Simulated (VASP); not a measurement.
# InSb3 in VASP: notebook, part 2 of 2

VASP 6.6.1. The steps go on from the part before.

## (5) Single point, PBE (one atom moved)

Input file INCAR:

```
SYSTEM = InSb3
  PREC = Accurate
  ENCUT = 520
  EDIFF = 1E-6
  ISMEAR = 0
  SIGMA = 0.1
  LREAL = .FALSE.
  LASPH = .TRUE.
  NELM = 100
  ALGO = Normal
  ISIF = 2
  LWAVE = .FALSE.
  LCHARG = .FALSE.
  GGA = PE
  NBANDS = 22
```

Input file KPOINTS:

```
Automatic mesh
0
G
  8 8 8
  0 0 0
```

Input file POSCAR:

```
InSb3
1.0
    0.0000000000      3.7945550000      3.7945550000
    3.7945550000      0.0000000000      3.7945550000
    3.7945550000      3.7945550000      0.0000000000
In Sb
1 3
Direct
    0.0059295491     -0.0059295491      0.0059295491
    0.2500000000      0.2500000000      0.2500000000
    0.7500000000      0.7500000000      0.7500000000
    0.5000000000      0.5000000000      0.5000000000
```

Potentials or basis: VASP PAW PBE potentials, release 64 (In_d, Sb).

Launch:

```console
$ cat potpaw_PBE.64/In_d/POTCAR potpaw_PBE.64/Sb/POTCAR > POTCAR
$ mpirun -np 1 vasp_std > vasp.out
```

OUTCAR:

```text
SYSTEM = InSb3
   PREC = Accurate
   ENCUT = 520
   EDIFF = 1E-6
   ISMEAR = 0
   LREAL = .FALSE.
   LASPH = .TRUE.
   NELM = 100
   ISIF = 2
   GGA = PE

 ion  position               nearest neighbor table
   1  0.006  0.994  0.006-   3 3.26   3 3.26   2 3.26   2 3.26   3 3.31   2 3.31   3 3.31   2 3.31
                             4 3.75   4 3.79   4 3.79   4 3.79   4 3.79   4 3.84
   2  0.250  0.250  0.250-   1 3.26   1 3.26   4 3.29   4 3.29   4 3.29   4 3.29   1 3.31   1 3.31

   3  0.750  0.750  0.750-   1 3.26   1 3.26   4 3.29   4 3.29   4 3.29   4 3.29   1 3.31   1 3.31

   4  0.500  0.500  0.500-   2 3.29   3 3.29   2 3.29   2 3.29   2 3.29   3 3.29   3 3.29   3 3.29
                             1 3.75   1 3.79   1 3.79   1 3.79   1 3.79   1 3.84

  LATTYP: Found a face centered cubic cell.
 ALAT       =     7.5891100000

  Lattice vectors:

 A1 = (   0.0000000000,   3.7945550000,   3.7945550000)
 A2 = (   3.7945550000,   0.0000000000,   3.7945550000)
 A3 = (   3.7945550000,   3.7945550000,   0.0000000000)

Analysis of symmetry for initial positions (statically):
=====================================================================
 Subroutine PRICEL returns:
 Original cell was already a primitive cell.

 Routine SETGRP: Setting up the symmetry group for a
 face centered cubic supercell.

 Subroutine GETGRP returns: Found  8 space group operations
 (whereof  8 operations were pure point group operations)
 out of a pool of 48 trial point group operations.

The static configuration has the point symmetry C_4v.

Analysis of symmetry for dynamics (positions and initial velocities):
=====================================================================
 Subroutine PRICEL returns:
 Original cell was already a primitive cell.

 Routine SETGRP: Setting up the symmetry group for a
 face centered cubic supercell.

 Subroutine GETGRP returns: Found  8 space group operations
 (whereof  8 operations were pure point group operations)
[... 125 lines left out ...]
     AMIX     =   0.40;   BMIX     =  1.00
     AMIX_MAG =   1.60;   BMIX_MAG =  1.00
  volume/ion in A,a.u.               =      27.32       184.35
  Fermi-wavevector in a.u.,A,eV,Ry     =   1.039816  1.964968 14.710866  1.081218
  Thomas-Fermi vector in A             =   2.174364
   LORBIT       =      0    0 simple, 1 ext, 2 COOP (PROOUT), +10 PAW based schemes
   GGA     = PE    functional components
   LHFCALC =     F    Hartree Fock is set to
   AEXX    =    0.0000 exact exchange contribution
   IVDW    =     0    specifies the selected vdW correction
   LEPSILON=     F    determine dielectric tensor
   LRPA    =     F    only Hartree local field effects (RPA)
 non-spin polarized calculation
 Gauss-broadening in eV      SIGMA  =   0.10
  energy-cutoff  :      520.00
  volume of cell :      109.27
 maximum number of plane-waves:      2954
   NGX = 19   NGY = 19   NGZ = 19

 number of electron      28.0000005 magnetization

 Free energy of the ion-electron system (eV)
  ---------------------------------------------------
  ext. energy  EPLUGINS =         0.00000000
  ---------------------------------------------------
  free energy    TOTEN  =       -14.31131373 eV

  energy without entropy =      -14.30003290  energy(sigma->0) =      -14.30567331

 E-fermi :   7.9849     XC(G=0): -10.1396

 val. band max:        7.9677741991   @ k =   0.5000   0.2500   0.0000
 cond. band min:       7.9851730764   @ k =   0.3750   0.0000  -0.3750
 fundamental gap:      0.0173988773
 Fermi energy:         7.9848512739

 k-point     1 :       0.0000    0.0000    0.0000
  band No.  band energies     occupation
      1      -6.5280      2.00000
      2      -6.5280      2.00000
      3      -6.5280      2.00000
      4      -6.4970      2.00000
      5      -6.4967      2.00000
      6      -4.2664      2.00000
[... 589 lines left out ...]
     21      13.2180      0.00000
     22      14.1831      0.00000

 [... further k-points ...]

------------------------ aborting loop because EDIFF is reached ----------------------------------------

  FORCE on cell =-STRESS in cart. coord.  units (eV):
  Direction    XX          YY          ZZ          XY          YZ          ZX
  --------------------------------------------------------------------------------------
  -------------------------------------------------------------------------------------
  Total       -0.2976123     -0.3051216     -0.2976123      0.0000000      0.0000000      0.0000000
  in kB       -4.3636393     -4.4737421     -4.3636393      0.0000000      0.0000000      0.0000000
  external PRESSURE =      -4.4003402 kB  Pullay stress =       0.0000000 kB

 VOLUME and BASIS-vectors are now :
 -----------------------------------------------------------------------------
  energy-cutoff  :      520.00
  volume of cell :      109.27
      direct lattice vectors                 reciprocal lattice vectors
     0.000000000  3.794555000  3.794555000    -0.131767757  0.131767757  0.131767757
     3.794555000  0.000000000  3.794555000     0.131767757 -0.131767757  0.131767757
     3.794555000  3.794555000  0.000000000     0.131767757  0.131767757 -0.131767757

 POSITION                                       TOTAL-FORCE (eV/Angst)
 -----------------------------------------------------------------------------------
      3.79455      0.04500      3.79455         0.000000     -0.102395      0.000000
      1.89728      1.89728      1.89728         0.000000      0.025705      0.000000
      5.69183      5.69183      5.69183         0.000000      0.025705      0.000000
      3.79455      3.79455      3.79455         0.000000      0.050984      0.000000
 -----------------------------------------------------------------------------------
    total drift:                                0.000000      0.000096      0.000000

  FREE ENERGIE OF THE ION-ELECTRON SYSTEM (eV)
  ---------------------------------------------------
  free  energy   TOTEN  =       -14.3113137319 eV

  energy  without entropy=      -14.3000328970  energy(sigma->0) =      -14.30567331
```

OSZICAR:

```text
N       E                     dE             d eps       ncg     rms          rms(c)
DAV:   1     0.187882214108E+03    0.18788E+03   -0.11015E+04  2596   0.118E+03
DAV:   2     0.201742621352E+01   -0.18586E+03   -0.17906E+03  2864   0.293E+02
DAV:   3    -0.138041219641E+02   -0.15822E+02   -0.15299E+02  3334   0.865E+01
DAV:   4    -0.143265392981E+02   -0.52242E+00   -0.52003E+00  2874   0.164E+01
DAV:   5    -0.143501809280E+02   -0.23642E-01   -0.23640E-01  3888   0.366E+00    0.361E+00
DAV:   6    -0.143184469700E+02    0.31734E-01   -0.60167E-02  3426   0.286E+00    0.200E+00
DAV:   7    -0.143115934972E+02    0.68535E-02   -0.29027E-02  3510   0.150E+00    0.266E-01
DAV:   8    -0.143112550933E+02    0.33840E-03   -0.22555E-03  3286   0.488E-01    0.900E-02
DAV:   9    -0.143113151779E+02   -0.60085E-04   -0.27442E-04  2968   0.106E-01    0.373E-02
DAV:  10    -0.143113128459E+02    0.23320E-05   -0.95053E-06  3072   0.192E-02    0.122E-02
DAV:  11    -0.143113137319E+02   -0.88593E-06   -0.20218E-06  2288   0.121E-02
   1 F= -.14311314E+02 E0= -.14305673E+02  d E =-.112808E-01
```

stdout:

```text
POSCAR found type information on POSCAR InSb
 POSCAR found :  2 types and       4 ions
 scaLAPACK will be used
 LDA part: xc-table for (Slater+PW92), standard interpolation
 POSCAR, INCAR and KPOINTS ok, starting setup
 FFT: planning ... GRIDC
 FFT: planning ... GRID_SOFT
 FFT: planning ... GRID
 WAVECAR not read
 entering main loop
```

Wall time 50 s (1 thread of Intel Xeon 6975P-C (Granite Rapids), shared host); peak memory 0.31 GiB.

What came out:

- Free energy: -14.3113 eV
- Pressure: -0.4 GPa
- Largest force: 0.102 eV/Å
- Band gap on the k mesh: zero (band 14 reaches 9.13 eV, above the bottom of band 15 at 5.67 eV)

Forces on the atoms (eV/Å):
```
In   0.000 -0.102  0.000
Sb   0.000  0.026  0.000
Sb   0.000  0.026  0.000
Sb   0.000  0.051  0.000
```

Caveat: the cell differs from its parent crystal (one atom moved); spin-orbit coupling is left out, which moves the levels of the heavy elements.

## (6) Overview

| cell | k mesh | gap on the mesh (eV) | pressure (GPa) |
| --- | --- | --- | --- |
| a = 5.360 Å, angles 60.0°, 4 atoms | 10 × 10 × 10 | none | -0.1 |
| a = 5.413 Å, angles 60.0°, 4 atoms | 10 × 10 × 10 | none | -1.5 |
| a = 5.465 Å, angles 60.0°, 4 atoms | 10 × 10 × 10 | none | -2.7 |
| a = 5.366 Å, angles 60.0°, 4 atoms | 8 × 8 × 8 | none | -0.4 |

Alike in all rows: task single point; level PBE; potentials or basis VASP PAW PBE potentials, release 64 (In_d, Sb); no spin polarisation; cutoff (eV) 520; smearing gaussian 0.1 eV.

Caveats: spin-orbit coupling is left out, which moves the levels of the heavy elements.

Absolute energies hang on the potentials; compare differences alone.
